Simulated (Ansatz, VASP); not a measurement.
In in VASP and in Ansatz

```
CELL_PARAMETERS angstrom
1.69161 0.97665 8.31547
-1.69161 0.97665 8.31547
0.00000 -1.95330 8.31547
ATOMIC_POSITIONS crystal
In 0.22199 0.22199 0.22199
In 0.77801 0.77801 0.77801
In 0.00000 0.00000 0.00000
```

Alike in both runs: task single point; functional PBE; k mesh 9 × 9 × 9; occupations fermi-dirac, width 0.05 eV; no spin polarisation.

|  | VASP | Ansatz |
| --- | --- | --- |
| version | VASP 6.6.1 | Ansatz 0.2.0 |
| potentials or method | VASP PAW PBE potentials, release 64 (In_d) | Ansatz PAW |
| plane-wave cutoff (eV) | 520 | 420 |
| valence electrons in the cell | 39 | 39 |

```tsv
	VASP	Ansatz	Ansatz less VASP
gap on the k mesh at the Fermi level (eV)	none	none	-
pressure (GPa)	0.2	0.2	+0.06
traceless stress, the component that is largest in VASP (GPa)	-0.34	-0.34	-0.004
rms of the force components (eV/Å)	0.015	0.015	0.0000
```

Atom by atom the forces differ by 0.000 eV/Å (rms over components). A gap of «none» marks a metal or a gap that the smearing closes.
